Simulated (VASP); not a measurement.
# Sc5Mo (F-43m) in VASP: a series of runs

Runs on Sc5Mo. Level: PBE. Tasks: single point, relaxation of cell and atoms.

All numbers are computed with VASP 6.6.1; they aren't measurements. Logs are shortened: lines on timing, memory, paths and dates and some standing lists are left out, and cuts for length are marked.

## 1. The cell of the first run

Symmetry: F-43m, No. 216, cubic system. The conventional cell has a = 7.460 Å, b = 7.460 Å, c = 7.460 Å, α = 90.00°, β = 90.00°, γ = 90.00°. Within 4.1 Å of Sc (site symmetry -43m) lie 12 Sc at 3.09 Å and 4 Mo at 3.23 Å. Sc (site symmetry 3m) has 9 Sc at 2.62 to 3.09 Å and 3 Mo at 3.09 Å within 3.5 Å. Within 4.1 Å of Mo (site symmetry -43m) lie 16 Sc at 3.09 to 3.23 Å.

## 2. Single point, PBE

The input, INCAR:

```
PREC = Accurate
ENCUT = 520
EDIFF = 1E-6
ISMEAR = 0
SIGMA = 0.1
LREAL = False
LASPH = True
NELM = 60
ALGO = Normal
ISIF = 2
LWAVE = False
LCHARG = False
GGA = PE
NBANDS = 44
```

The input, KPOINTS:

```
regular mesh
0
Gamma
  4 4 4
```

The input, POSCAR:

```
Sc5Mo
1.0
    0.0000000000      3.7298429200      3.7298429200
    3.7298429200      0.0000000000      3.7298429200
    3.7298429200      3.7298429200      0.0000000000
Sc Mo
5 1
Direct
    0.2500000000      0.2500000000      0.2500000000
    0.1277616000      0.6240794700      0.6240794700
    0.6240794700      0.6240794700      0.6240794700
    0.6240794700      0.6240794700      0.1277616000
    0.6240794700      0.1277616000      0.6240794700
    0.0000000000      0.0000000000      0.0000000000
```

Potentials or basis: VASP PAW PBE potentials, release 64 (Sc_sv, Mo_sv).

On the command line:

```sh
cat potpaw_PBE.64/Sc_sv/POTCAR potpaw_PBE.64/Mo_sv/POTCAR > POTCAR
mpirun -np 1 vasp_std > vasp.out
```

OUTCAR:

```text
PREC = Accurate
   ENCUT = 520
   EDIFF = 1E-6
   ISMEAR = 0
   LREAL = False
   LASPH = True
   NELM = 60
   ISIF = 2
   GGA = PE

 ion  position               nearest neighbor table
   1  0.250  0.250  0.250-   2 3.09   5 3.09   2 3.09   4 3.09   4 3.09   5 3.09   3 3.09   3 3.09
                             3 3.09   2 3.09   4 3.09   5 3.09   6 3.23   6 3.23   6 3.23   6 3.23
   2  0.128  0.624  0.624-   3 2.62   4 2.62   5 2.62   5 2.66   4 2.66   3 2.66   1 3.09   1 3.09
                             1 3.09   6 3.09   6 3.09   6 3.09
   3  0.624  0.624  0.624-   2 2.62   4 2.62   5 2.62   2 2.66   5 2.66   4 2.66   1 3.09   1 3.09
                             1 3.09   6 3.09   6 3.09   6 3.09
   4  0.624  0.624  0.128-   2 2.62   3 2.62   5 2.62   5 2.66   2 2.66   3 2.66   1 3.09   1 3.09
                             1 3.09   6 3.09   6 3.09   6 3.09
   5  0.624  0.128  0.624-   2 2.62   3 2.62   4 2.62   2 2.66   4 2.66   3 2.66   1 3.09   1 3.09
                             1 3.09   6 3.09   6 3.09   6 3.09
   6  0.000  0.000  0.000-   2 3.09   4 3.09   5 3.09   3 3.09   3 3.09   3 3.09   5 3.09   2 3.09
                             4 3.09   4 3.09   5 3.09   2 3.09   1 3.23   1 3.23   1 3.23   1 3.23

  LATTYP: Found a face centered cubic cell.
 ALAT       =     7.4596858400

  Lattice vectors:

 A1 = (   0.0000000000,   3.7298429200,   3.7298429200)
 A2 = (   3.7298429200,   0.0000000000,   3.7298429200)
 A3 = (   3.7298429200,   3.7298429200,   0.0000000000)

Analysis of symmetry for initial positions (statically):
=====================================================================
 Subroutine PRICEL returns:
 Original cell was already a primitive cell.

 Routine SETGRP: Setting up the symmetry group for a
 face centered cubic supercell.

 Subroutine GETGRP returns: Found 24 space group operations
 (whereof 24 operations were pure point group operations)
 out of a pool of 48 trial point group operations.

The static configuration has the point symmetry T_d .

Analysis of symmetry for dynamics (positions and initial velocities):
=====================================================================
 Subroutine PRICEL returns:
 Original cell was already a primitive cell.

 Routine SETGRP: Setting up the symmetry group for a
 face centered cubic supercell.

 Subroutine GETGRP returns: Found 24 space group operations
 (whereof 24 operations were pure point group operations)
 out of a pool of 48 trial point group operations.

The dynamic configuration has the point symmetry T_d .

 Subroutine INISYM returns: Found 24 space group operations
 (whereof 24 operations are pure point group operations),
 and found     1 'primitive' translations

----------------------------------------------------------------------------------------

                                     Primitive cell

  volume of cell :     103.7771

  direct lattice vectors                    reciprocal lattice vectors
     0.000000000  3.729842920  3.729842920    -0.134053903  0.134053903  0.134053903
     3.729842920  0.000000000  3.729842920     0.134053903 -0.134053903  0.134053903
     3.729842920  3.729842920  0.000000000     0.134053903  0.134053903 -0.134053903

  length of vectors
     5.274794443  5.274794443  5.274794443     0.232188170  0.232188170  0.232188170

  position of ions in fractional coordinates (direct lattice)
     0.250000000  0.250000000  0.250000000
     0.127761600  0.624079470  0.624079470
     0.624079470  0.624079470  0.624079470
     0.624079470  0.624079470  0.127761600
     0.624079470  0.127761600  0.624079470
     0.000000000  0.000000000  0.000000000

  ion indices of the primitive-cell ions
   primitive index   ion index
                 1           1
                 2           2
                 3           3
                 4           4
                 5           5
                 6           6

----------------------------------------------------------------------------------------

 KPOINTS: regular mesh

Automatic generation of k-mesh.
 Grid dimensions read from file:
 generate k-points for:    4    4    4

 Generating k-lattice:

  Cartesian coordinates                     Fractional coordinates (reciprocal lattice)
    -0.033513476  0.033513476  0.033513476     0.250000000  0.000000000  0.000000000
     0.033513476 -0.033513476  0.033513476     0.000000000  0.250000000  0.000000000
     0.033513476  0.033513476 -0.033513476     0.000000000  0.000000000  0.250000000

  Length of vectors
     0.058047043  0.058047043  0.058047043

  Shift w.r.t. Gamma in fractional coordinates (k-lattice)
     0.000000000  0.000000000  0.000000000

 Subroutine IBZKPT returns following result:
 ===========================================

 Found      8 irreducible k-points:

 Following reciprocal coordinates:
            Coordinates               Weight
  0.000000  0.000000  0.000000      1.000000
  0.250000  0.000000  0.000000      8.000000
  0.500000  0.000000  0.000000      4.000000
  0.250000  0.250000  0.000000      6.000000
  0.500000  0.250000  0.000000     24.000000
 -0.250000  0.250000  0.000000     12.000000
  0.500000  0.500000  0.000000      3.000000
 -0.250000  0.500000  0.250000      6.000000
   k-points           NKPTS =      8   k-points in BZ     NKDIM =      8   number of bands    NBANDS=     44
   number of dos      NEDOS =    301   number of ions     NIONS =      6
   total plane-waves  NPLWV =  64000
   dimension x,y,z NGX =    40 NGY =   40 NGZ =   40
   dimension x,y,z NGXF=    80 NGYF=   80 NGZF=   80
   ions per type =               5   1
   NGX,Y,Z   is equivalent  to a cutoff of  12.61, 12.61, 12.61 a.u.
   NGXF,Y,Z  is equivalent  to a cutoff of  25.21, 25.21, 25.21 a.u.
 SYSTEM =  unknown system
   PREC   = accura    normal or accurate (medium, high low for compatibility)
   ISTART =      0    job   : 0-new  1-cont  2-samecut
   ICHARG =      2    charge: 1-file 2-atom 10-const
   ISPIN  =      1    spin polarized calculation?
   LNONCOLLINEAR =      F non collinear calculations
   LSORBIT =      F    spin-orbit coupling
   LASPH  =      T    aspherical Exc in radial PAW
   ENCUT  =  520.0 eV  38.22 Ry    6.18 a.u.   9.81  9.81  9.81*2*pi/ulx,y,z
   NELM   =     60;   NELMIN=  2; NELMDL= -5     # of ELM steps
   EDIFF  = 0.1E-05   stopping-criterion for ELM
   LREAL  =      F    real-space projection
   EDIFFG = 0.1E-04   stopping-criterion for IOM
   NSW    =      0    number of steps for IOM
   IBRION =     -1    ionic relax: 0-MD 1-quasi-New 2-CG
   NFREE  =      0    steps in history (QN), initial steepest desc. (CG)
   ISIF   =      2    stress and relaxation
   ISYM   =      2    0-nonsym 1-usesym 2-fastsym
   POTIM  = 0.5000    time-step for ionic-motion
   TEBEG  =    0.0;   TEEND  =   0.0 temperature during run
   PSTRESS=    0.0 pullay stress
   NELECT =      69.0000    total number of electrons
   NUPDOWN=      -1.0000    fix difference up-down
   EMIN   =  10.00;   EMAX   =-10.00  energy-range for DOS
   EFERMI =   0.00;   METHOD = LEGACY
   ISMEAR =     0;   SIGMA  =   0.10  broadening in eV -4-tet -1-fermi 0-gaus
   EFERMI_NEDOS =   21; number of points for ismear=-14 and -15
   IALGO  =     38    algorithm
   IMIX   =      4    mixing-type and parameters
     AMIX     =   0.40;   BMIX     =  1.00
     AMIX_MAG =   1.60;   BMIX_MAG =  1.00
  volume/ion in A,a.u.               =      17.30       116.72
  Fermi-wavevector in a.u.,A,eV,Ry     =   1.428863  2.700160 27.778336  2.041650
  Thomas-Fermi vector in A             =   2.548879
   LORBIT       =      0    0 simple, 1 ext, 2 COOP (PROOUT), +10 PAW based schemes
   GGA     = PE    functional components
   LHFCALC =     F    Hartree Fock is set to
   AEXX    =    0.0000 exact exchange contribution
   IVDW    =     0    specifies the selected vdW correction
   LEPSILON=     F    determine dielectric tensor
   LRPA    =     F    only Hartree local field effects (RPA)
 non-spin polarized calculation
 Gauss-broadening in eV      SIGMA  =   0.10
  energy-cutoff  :      520.00
  volume of cell :      103.78
 maximum number of plane-waves:      2826
   NGX = 19   NGY = 19   NGZ = 19

 number of electron      69.0000015 magnetization

 Free energy of the ion-electron system (eV)
  ---------------------------------------------------
  ext. energy  EPLUGINS =         0.00000000
  ---------------------------------------------------
  free energy    TOTEN  =       -36.83822043 eV

  energy without entropy =      -36.80264780  energy(sigma->0) =      -36.82043411

 E-fermi :   6.6390     XC(G=0): -11.6127

 val. band max:        6.6171122674   @ k =  -0.2500   0.5000   0.2500
 cond. band min:       6.7184048195   @ k =  -0.2500   0.2500   0.0000
 fundamental gap:      0.1012925521
 Fermi energy:         6.6389792407

 k-point     1 :       0.0000    0.0000    0.0000
  band No.  band energies     occupation
      1     -53.4015      2.00000
      2     -42.1215      2.00000
      3     -41.9930      2.00000
      4     -41.5847      2.00000
      5     -41.5847      2.00000
      6     -41.5847      2.00000
[... 36 lines left out ...]
     43       9.2050      0.00000
     44       9.2050      0.00000

 k-point     2 :       0.2500    0.0000    0.0000
  band No.  band energies     occupation
      1     -53.4015      2.00000
      2     -42.0997      2.00000
      3     -41.9702      2.00000
      4     -41.6335      2.00000
      5     -41.5849      2.00000
      6     -41.5849      2.00000
[... 36 lines left out ...]
     43       9.0228      0.00000
     44       9.0234      0.00000

 k-point     3 :       0.5000    0.0000    0.0000
  band No.  band energies     occupation
      1     -53.4015      2.00000
      2     -42.0824      2.00000
      3     -41.9266      2.00000
      4     -41.6986      2.00000
      5     -41.5852      2.00000
      6     -41.5852      2.00000
[... 36 lines left out ...]
     43       8.7158      0.00000
     44       9.4418      0.00000

 k-point     4 :       0.2500    0.2500    0.0000
  band No.  band energies     occupation
      1     -53.4015      2.00000
      2     -42.0948      2.00000
      3     -41.9568      2.00000
      4     -41.6529      2.00000
      5     -41.5852      2.00000
      6     -41.5852      2.00000
[... 36 lines left out ...]
     43       9.0388      0.00000
     44       9.3651      0.00000

 k-point     5 :       0.5000    0.2500    0.0000
  band No.  band energies     occupation
      1     -53.4015      2.00000
      2     -42.0810      2.00000
      3     -41.8949      2.00000
      4     -41.7332      2.00000
      5     -41.5854      2.00000
      6     -41.5850      2.00000
[... 36 lines left out ...]
     43       8.7247      0.00000
     44       9.4901      0.00000

 k-point     6 :      -0.2500    0.2500    0.0000
  band No.  band energies     occupation
      1     -53.4015      2.00000
      2     -42.0842      2.00000
      3     -41.9232      2.00000
      4     -41.7005      2.00000
      5     -41.5852      2.00000
      6     -41.5848      2.00000
[... 36 lines left out ...]
     43       8.8187      0.00000
     44       8.8409      0.00000

 k-point     7 :       0.5000    0.5000    0.0000
  band No.  band energies     occupation
      1     -53.4015      2.00000
      2     -42.0791      2.00000
      3     -41.8346      2.00000
      4     -41.7960      2.00000
      5     -41.5857      2.00000
      6     -41.5857      2.00000
[... 36 lines left out ...]
     43       8.6470      0.00000
     44       9.1491      0.00000

 k-point     8 :      -0.2500    0.5000    0.2500
  band No.  band energies     occupation
      1     -53.4015      2.00000
      2     -42.0785      2.00000
      3     -41.8347      2.00000
      4     -41.7976      2.00000
      5     -41.5856      2.00000
      6     -41.5848      2.00000
[... 36 lines left out ...]
     43       9.0551      0.00000
     44       9.4915      0.00000

------------------------ aborting loop because EDIFF is reached ----------------------------------------

  FORCE on cell =-STRESS in cart. coord.  units (eV):
  Direction    XX          YY          ZZ          XY          YZ          ZX
  --------------------------------------------------------------------------------------
  -------------------------------------------------------------------------------------
  Total       15.9702292     15.9702292     15.9702292     -0.0000000      0.0000000     -0.0000000
  in kB      246.5585741    246.5585741    246.5585741     -0.0000000      0.0000000     -0.0000000
  external PRESSURE =     246.5585741 kB  Pullay stress =       0.0000000 kB

 VOLUME and BASIS-vectors are now :
 -----------------------------------------------------------------------------
  energy-cutoff  :      520.00
  volume of cell :      103.78
      direct lattice vectors                 reciprocal lattice vectors
     0.000000000  3.729842920  3.729842920    -0.134053903  0.134053903  0.134053903
     3.729842920  0.000000000  3.729842920     0.134053903 -0.134053903  0.134053903
     3.729842920  3.729842920  0.000000000     0.134053903  0.134053903 -0.134053903

 POSITION                                       TOTAL-FORCE (eV/Angst)
 -----------------------------------------------------------------------------------
      1.86492      1.86492      1.86492        -0.000000     -0.000000     -0.000000
      4.65544      2.80425      2.80425         0.352358     -0.352358     -0.352358
      4.65544      4.65544      4.65544         0.352358      0.352358      0.352358
      2.80425      2.80425      4.65544        -0.352358     -0.352358      0.352358
      2.80425      4.65544      2.80425        -0.352358      0.352358     -0.352358
      0.00000      0.00000      0.00000        -0.000000     -0.000000     -0.000000
 -----------------------------------------------------------------------------------
    total drift:                               -0.000076     -0.000076     -0.000076

  FREE ENERGIE OF THE ION-ELECTRON SYSTEM (eV)
  ---------------------------------------------------
  free  energy   TOTEN  =       -36.8382204272 eV

  energy  without entropy=      -36.8026478012  energy(sigma->0) =      -36.82043411
```

It took 24 s on 1 thread of Intel Xeon 6975P-C (Granite Rapids), shared host; peak memory 0.24 GiB.

Results:

* Free energy: -36.8382 eV
* Pressure: 24.7 GPa
* Largest force: 0.610 eV/Å

Forces in eV/Å, atoms in the order of the input:
```
Sc   0.000  0.000  0.000
Sc   0.352 -0.352 -0.352
Sc   0.352  0.352  0.352
Sc  -0.352 -0.352  0.352
Sc  -0.352  0.352 -0.352
Mo   0.000  0.000  0.000
```

Caveat: the k points lie up to 0.36 Å⁻¹ apart.

## 3. Single point, PBE

This run uses another cell than the first one, of 22.30 Å³/atom, 1.289 times its volume.

The input, INCAR:

```
  PREC = Accurate
  ENCUT = 520
  EDIFF = 1E-6
  ISMEAR = 0
  SIGMA = 0.1
  LREAL = False
  LASPH = True
  NELM = 60
  ALGO = Normal
  ISIF = 2
  LWAVE = False
  LCHARG = True
  GGA = PE
  LELF = True
  LVHAR = True
  NBANDS = 44
```

KPOINTS is that of step 2.

The input, POSCAR:

```
Sc5Mo
1.0
    0.0000000000      4.0595310651      4.0595310651
    4.0595310651      0.0000000000      4.0595310651
    4.0595310651      4.0595310651      0.0000000000
Sc Mo
5 1
Direct
    0.2500000000      0.2500000000      0.2500000000
    0.1184249801      0.6271916733      0.6271916733
    0.6271916733      0.6271916733      0.6271916733
    0.6271916733      0.6271916733      0.1184249801
    0.6271916733      0.1184249801      0.6271916733
    0.0000000000      0.0000000000      0.0000000000
```

Potentials or basis: VASP PAW PBE potentials, release 64 (Sc_sv, Mo_sv).

On the command line:

```sh
cat potpaw_PBE.64/Sc_sv/POTCAR potpaw_PBE.64/Mo_sv/POTCAR > POTCAR
mpirun -np 1 vasp_std > vasp.out
```

Run time: 38 s. Hardware: 1 thread of Intel Xeon 6975P-C (Granite Rapids), shared host; peak memory 0.32 GiB.

The run converged. Its results:

```
Free energy   : -38.8444 eV
Pressure      : 0.3 GPa
Largest force : 0.003 eV/Å
```

Forces in eV/Å, atoms in the order of the input:
```
Sc   0.000  0.000  0.000
Sc   0.002 -0.002 -0.002
Sc   0.002  0.002  0.002
Sc  -0.002 -0.002  0.002
Sc  -0.002  0.002 -0.002
Mo   0.000  0.000  0.000
```

Levels at points of the mesh, in eV from the Fermi level:
```csv
k point,band 31,band 32,band 33,band 34,band 35,band 36,band 37,band 38
"(0.00, 0.00, 0.00)",-0.79,-0.79,-0.50,-0.50,0.01,0.01,0.01,0.47
"(0.50, 0.00, 0.00)",-0.55,-0.55,0.00,0.00,0.20,0.20,0.29,0.43
"(0.50, 0.50, 0.00)",-0.66,-0.66,-0.50,-0.40,-0.38,-0.01,-0.01,0.45
```

(Part 1 of 2 ends here.)
